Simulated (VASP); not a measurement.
# Hf2Br in VASP: single point with PBE

Aim: the single point of Hf2Br with PBE.

Everything below comes from runs of VASP 6.6.1. Logs are shortened: lines on timing, memory, paths and dates and some standing lists are left out, and cuts for length are marked.

## Step 1: The cell of the first run

The typed cell holds 3 atoms: a = 5.712 Å, b = 5.712 Å, c = 5.712 Å, α = 42.42°, β = 42.42°, γ = 42.42°.

## Step 2: Single point, PBE

INCAR

```
SYSTEM = Hf2Br
PREC = Accurate
ENCUT = 520
EDIFF = 1E-7
ISMEAR = 0
SIGMA = 0.2
LREAL = .FALSE.
LASPH = .TRUE.
NELM = 100
ALGO = Normal
ISIF = 2
LWAVE = .FALSE.
LCHARG = .FALSE.
GGA = PE
NBANDS = 20
```

KPOINTS

```
regular mesh
0
G
  5 5 5
  0 0 0
```

POSCAR

```
Hf2Br
1.0
    2.0662235673      1.1929347328      5.1893648515
   -2.0662235673      1.1929347328      5.1893648515
    0.0000000000     -2.3858694656      5.1893648515
Hf Br
2 1
Direct
    0.5922679231      0.5922679231      0.5922679231
    0.7754387599      0.7754387599      0.7754387599
    0.1838437070      0.1838437070      0.1838437070
```

Potentials or basis: VASP PAW PBE potentials, release 64 (Hf_pv, Br).

On the command line:

```
cat potpaw_PBE.64/Hf_pv/POTCAR potpaw_PBE.64/Br/POTCAR > POTCAR
mpirun -np 1 vasp_std > vasp.out
```

OUTCAR:

```text
SYSTEM = Hf2Br
   PREC = Accurate
   ENCUT = 520
   EDIFF = 1E-7
   ISMEAR = 0
   LREAL = .FALSE.
   LASPH = .TRUE.
   NELM = 100
   ISIF = 2
   GGA = PE

 ion  position               nearest neighbor table
   1  0.592  0.592  0.592-   3 2.66   3 2.66   3 2.66   2 2.85   2 3.34   2 3.34   2 3.34
   2  0.775  0.775  0.775-   3 2.66   3 2.66   3 2.66   1 2.85   1 3.34   1 3.34   1 3.34
   3  0.184  0.184  0.184-   2 2.66   2 2.66   2 2.66   1 2.66   1 2.66   1 2.66

  LATTYP: Found a trigonal (rhomboedric) cell.
 ALAT       =     5.7115567640
 COS(alpha) =     0.7382566705

  Lattice vectors:

 A1 = (   2.0662235673,   1.1929347328,   5.1893648515)
 A2 = (  -2.0662235673,   1.1929347328,   5.1893648515)
 A3 = (   0.0000000000,  -2.3858694656,   5.1893648515)

Analysis of symmetry for initial positions (statically):
=====================================================================
 Subroutine PRICEL returns:
 Original cell was already a primitive cell.

 Routine SETGRP: Setting up the symmetry group for a
 trigonal (rhombohedral) supercell.

 Subroutine GETGRP returns: Found  6 space group operations
 (whereof  6 operations were pure point group operations)
 out of a pool of 12 trial point group operations.

The static configuration has the point symmetry C_3v.

Analysis of symmetry for dynamics (positions and initial velocities):
=====================================================================
 Subroutine PRICEL returns:
 Original cell was already a primitive cell.

 Routine SETGRP: Setting up the symmetry group for a
 trigonal (rhombohedral) supercell.

 Subroutine GETGRP returns: Found  6 space group operations
 (whereof  6 operations were pure point group operations)
 out of a pool of 12 trial point group operations.

The dynamic configuration has the point symmetry C_3v.

 Subroutine INISYM returns: Found  6 space group operations
 (whereof  6 operations are pure point group operations),
 and found     1 'primitive' translations

----------------------------------------------------------------------------------------

                                     Primitive cell

  volume of cell :      76.7467

  direct lattice vectors                    reciprocal lattice vectors
     2.066223567  1.192934733  5.189364851     0.241987367  0.139711471  0.064233937
    -2.066223567  1.192934733  5.189364851    -0.241987367  0.139711471  0.064233937
     0.000000000 -2.385869466  5.189364851     0.000000000 -0.279422943  0.064233937

  length of vectors
     5.711556764  5.711556764  5.711556764     0.286710969  0.286710969  0.286710968

  position of ions in fractional coordinates (direct lattice)
     0.592267923  0.592267923  0.592267923
     0.775438760  0.775438760  0.775438760
     0.183843707  0.183843707  0.183843707

  ion indices of the primitive-cell ions
   primitive index   ion index
                 1           1
                 2           2
                 3           3

----------------------------------------------------------------------------------------

 KPOINTS: regular mesh

Automatic generation of k-mesh.
 Grid dimensions read from file:
 generate k-points for:    5    5    5

 Generating k-lattice:

  Cartesian coordinates                     Fractional coordinates (reciprocal lattice)
     0.048397473  0.027942294  0.012846787     0.200000000  0.000000000  0.000000000
    -0.048397473  0.027942294  0.012846787     0.000000000  0.200000000  0.000000000
     0.000000000 -0.055884589  0.012846787     0.000000000  0.000000000  0.200000000

  Length of vectors
     0.057342194  0.057342194  0.057342194

  Shift w.r.t. Gamma in fractional coordinates (k-lattice)
     0.000000000  0.000000000  0.000000000

 Subroutine IBZKPT returns following result:
 ===========================================

 Found     19 irreducible k-points:

 Following reciprocal coordinates:
            Coordinates               Weight
  0.000000  0.000000  0.000000      1.000000
  0.200000  0.000000  0.000000      6.000000
  0.400000 -0.000000  0.000000      6.000000
  0.200000  0.200000  0.000000      6.000000
  0.400000  0.200000  0.000000     12.000000
 -0.400000  0.200000 -0.000000     12.000000
[... 11 lines left out ...]
  0.400000  0.400000  0.400000      2.000000
 -0.400000  0.400000  0.400000      6.000000
   k-points           NKPTS =     19   k-points in BZ     NKDIM =     19   number of bands    NBANDS=     20
   number of dos      NEDOS =    301   number of ions     NIONS =      3
   total plane-waves  NPLWV =  74088
   dimension x,y,z NGX =    42 NGY =   42 NGZ =   42
   dimension x,y,z NGXF=    84 NGYF=   84 NGZF=   84
   ions per type =               2   1
   NGX,Y,Z   is equivalent  to a cutoff of  12.22, 12.22, 12.22 a.u.
   NGXF,Y,Z  is equivalent  to a cutoff of  24.45, 24.45, 24.45 a.u.
 SYSTEM =  Hf2Br
   PREC   = accura    normal or accurate (medium, high low for compatibility)
   ISTART =      0    job   : 0-new  1-cont  2-samecut
   ICHARG =      2    charge: 1-file 2-atom 10-const
   ISPIN  =      1    spin polarized calculation?
   LNONCOLLINEAR =      F non collinear calculations
   LSORBIT =      F    spin-orbit coupling
   LASPH  =      T    aspherical Exc in radial PAW
   ENCUT  =  520.0 eV  38.22 Ry    6.18 a.u.  10.62 10.62 10.62*2*pi/ulx,y,z
   NELM   =    100;   NELMIN=  2; NELMDL= -5     # of ELM steps
   EDIFF  = 0.1E-06   stopping-criterion for ELM
   LREAL  =      F    real-space projection
   EDIFFG = 0.1E-05   stopping-criterion for IOM
   NSW    =      0    number of steps for IOM
   IBRION =     -1    ionic relax: 0-MD 1-quasi-New 2-CG
   NFREE  =      0    steps in history (QN), initial steepest desc. (CG)
   ISIF   =      2    stress and relaxation
   ISYM   =      2    0-nonsym 1-usesym 2-fastsym
   POTIM  = 0.5000    time-step for ionic-motion
   TEBEG  =    0.0;   TEEND  =   0.0 temperature during run
   PSTRESS=    0.0 pullay stress
   NELECT =      27.0000    total number of electrons
   NUPDOWN=      -1.0000    fix difference up-down
   EMIN   =  10.00;   EMAX   =-10.00  energy-range for DOS
   EFERMI =   0.00;   METHOD = LEGACY
   ISMEAR =     0;   SIGMA  =   0.20  broadening in eV -4-tet -1-fermi 0-gaus
   EFERMI_NEDOS =   21; number of points for ismear=-14 and -15
   IALGO  =     38    algorithm
   IMIX   =      4    mixing-type and parameters
     AMIX     =   0.40;   BMIX     =  1.00
     AMIX_MAG =   1.60;   BMIX_MAG =  1.00
  volume/ion in A,a.u.               =      25.58       172.64
  Fermi-wavevector in a.u.,A,eV,Ry     =   1.155694  2.183945 18.172337  1.335629
  Thomas-Fermi vector in A             =   2.292321
   LORBIT       =      0    0 simple, 1 ext, 2 COOP (PROOUT), +10 PAW based schemes
   GGA     = PE    functional components
   LHFCALC =     F    Hartree Fock is set to
   AEXX    =    0.0000 exact exchange contribution
   IVDW    =     0    specifies the selected vdW correction
   LEPSILON=     F    determine dielectric tensor
   LRPA    =     F    only Hartree local field effects (RPA)
 non-spin polarized calculation
 Gauss-broadening in eV      SIGMA  =   0.20
  energy-cutoff  :      520.00
  volume of cell :       76.75
 maximum number of plane-waves:      2083
   NGX = 21   NGY = 21   NGZ = 21

 number of electron      27.0000000 magnetization

 Free energy of the ion-electron system (eV)
  ---------------------------------------------------
  ext. energy  EPLUGINS =         0.00000000
  ---------------------------------------------------
  free energy    TOTEN  =       -19.20956758 eV

  energy without entropy =      -19.16655810  energy(sigma->0) =      -19.18806284

 E-fermi :   4.6890     XC(G=0): -10.1033

 val. band max:        4.6079780388   @ k =  -0.4000   0.4000   0.0000
 cond. band min:       4.7648323406   @ k =  -0.4000   0.4000   0.2000
 fundamental gap:      0.1568543017
 Fermi energy:         4.6889829454

 k-point     1 :       0.0000    0.0000    0.0000
  band No.  band energies     occupation
      1     -26.9682      2.00000
      2     -26.8808      2.00000
      3     -26.8808      2.00000
      4     -26.8723      2.00000
      5     -26.8723      2.00000
      6     -26.2534      2.00000
[... 12 lines left out ...]
     19       6.4103      0.00000
     20       6.9081      0.00000

 k-point     2 :       0.2000    0.0000    0.0000
  band No.  band energies     occupation
      1     -26.9812      2.00000
      2     -26.9207      2.00000
      3     -26.8983      2.00000
      4     -26.8633      2.00000
      5     -26.8370      2.00000
      6     -26.2704      2.00000
[... 12 lines left out ...]
     19       7.4575      0.00000
     20       8.3398      0.00000

 k-point     3 :       0.4000   -0.0000    0.0000
  band No.  band energies     occupation
      1     -27.0132      2.00000
      2     -26.9490      2.00000
      3     -26.9153      2.00000
      4     -26.8599      2.00000
      5     -26.8021      2.00000
      6     -26.3000      2.00000
[... 12 lines left out ...]
     19       6.9909      0.00000
     20       8.2980      0.00000

 k-point     4 :       0.2000    0.2000    0.0000
  band No.  band energies     occupation
      1     -26.9694      2.00000
      2     -26.9303      2.00000
      3     -26.8982      2.00000
      4     -26.8542      2.00000
      5     -26.8309      2.00000
      6     -26.2896      2.00000
[... 12 lines left out ...]
     19       7.7375      0.00000
     20       7.9448      0.00000

 k-point     5 :       0.4000    0.2000    0.0000
  band No.  band energies     occupation
      1     -26.9923      2.00000
      2     -26.9557      2.00000
      3     -26.9123      2.00000
      4     -26.8469      2.00000
      5     -26.8005      2.00000
      6     -26.3211      2.00000
[... 12 lines left out ...]
     19       7.8731      0.00000
     20       8.0869      0.00000
[... 238 lines left out ...]
      6     -26.3416      2.00000
[... 12 lines left out ...]
     19       7.5068      0.00000
     20       8.1759      0.00000

 k-point    17 :      -0.4000   -0.4000    0.2000
  band No.  band energies     occupation
      1     -27.0001      2.00000
      2     -26.9645      2.00000
      3     -26.9042      2.00000
      4     -26.8096      2.00000
      5     -26.7843      2.00000
      6     -26.3829      2.00000
[... 12 lines left out ...]
     19       7.3841      0.00000
     20       7.9943      0.00000

 k-point    18 :       0.4000    0.4000    0.4000
  band No.  band energies     occupation
      1     -26.9326      2.00000
      2     -26.9326      2.00000
      3     -26.8199      2.00000
      4     -26.8199      2.00000
      5     -26.7979      2.00000
      6     -26.4392      2.00000
[... 12 lines left out ...]
     19       7.4365      0.00000
     20       7.4365      0.00000

 k-point    19 :      -0.4000    0.4000    0.4000
  band No.  band energies     occupation
      1     -26.9624      2.00000
      2     -26.9433      2.00000
      3     -26.8515      2.00000
      4     -26.8175      2.00000
      5     -26.7732      2.00000
      6     -26.4350      2.00000
[... 12 lines left out ...]
     19       7.6627      0.00000
     20       7.8674      0.00000

------------------------ aborting loop because EDIFF is reached ----------------------------------------

  FORCE on cell =-STRESS in cart. coord.  units (eV):
  Direction    XX          YY          ZZ          XY          YZ          ZX
  --------------------------------------------------------------------------------------
  -------------------------------------------------------------------------------------
  Total       -0.1221234     -0.1221234      0.0618553      0.0000000      0.0000000     -0.0000000
  in kB       -2.5494713     -2.5494713      1.2913031      0.0000000      0.0000000     -0.0000000
  external PRESSURE =      -1.2692132 kB  Pullay stress =       0.0000000 kB

 VOLUME and BASIS-vectors are now :
 -----------------------------------------------------------------------------
  energy-cutoff  :      520.00
  volume of cell :       76.75
      direct lattice vectors                 reciprocal lattice vectors
     2.066223567  1.192934733  5.189364851     0.241987367  0.139711471  0.064233937
    -2.066223567  1.192934733  5.189364851    -0.241987367  0.139711471  0.064233937
     0.000000000 -2.385869466  5.189364851     0.000000000 -0.279422943  0.064233937

 POSITION                                       TOTAL-FORCE (eV/Angst)
 -----------------------------------------------------------------------------------
      0.00000      0.00000      9.22048         0.000000      0.000000     -0.043383
      0.00000      0.00000     12.07210         0.000000     -0.000000      0.042686
      0.00000      0.00000      2.86210         0.000000     -0.000000      0.000697
 -----------------------------------------------------------------------------------
    total drift:                                0.000000      0.000000      0.000053

  FREE ENERGIE OF THE ION-ELECTRON SYSTEM (eV)
  ---------------------------------------------------
  free  energy   TOTEN  =       -19.2095675843 eV

  energy  without entropy=      -19.1665580978  energy(sigma->0) =      -19.18806284
```

Wall time 52 s (1 thread of AMD EPYC 7R13 (Zen 3), shared host); peak memory 0.22 GiB.

What came out:

```
Free energy   : -19.2096 eV
Pressure      : -0.1 GPa
Largest force : 0.043 eV/Å
```

Forces in eV/Å, atoms in the order of the input:
```
Hf   0.000  0.000 -0.043
Hf   0.000  0.000  0.043
Br   0.000  0.000  0.001
```

Levels at points of the mesh, in eV from the Fermi level:
```csv
k point,band 10,band 11,band 12,band 13,band 14,band 15,band 16,band 17,band 18,band 19
"(0.00, 0.00, 0.00)",-7.57,-3.68,-0.96,-0.96,0.19,1.07,1.07,1.56,1.72,1.72
```

Caveat: the k points lie up to 0.36 Å⁻¹ apart; spin-orbit coupling is left out, which moves the levels of the heavy elements; an odd number of electrons without spin polarisation forces a metal; a magnetic or distorted state may lie lower.
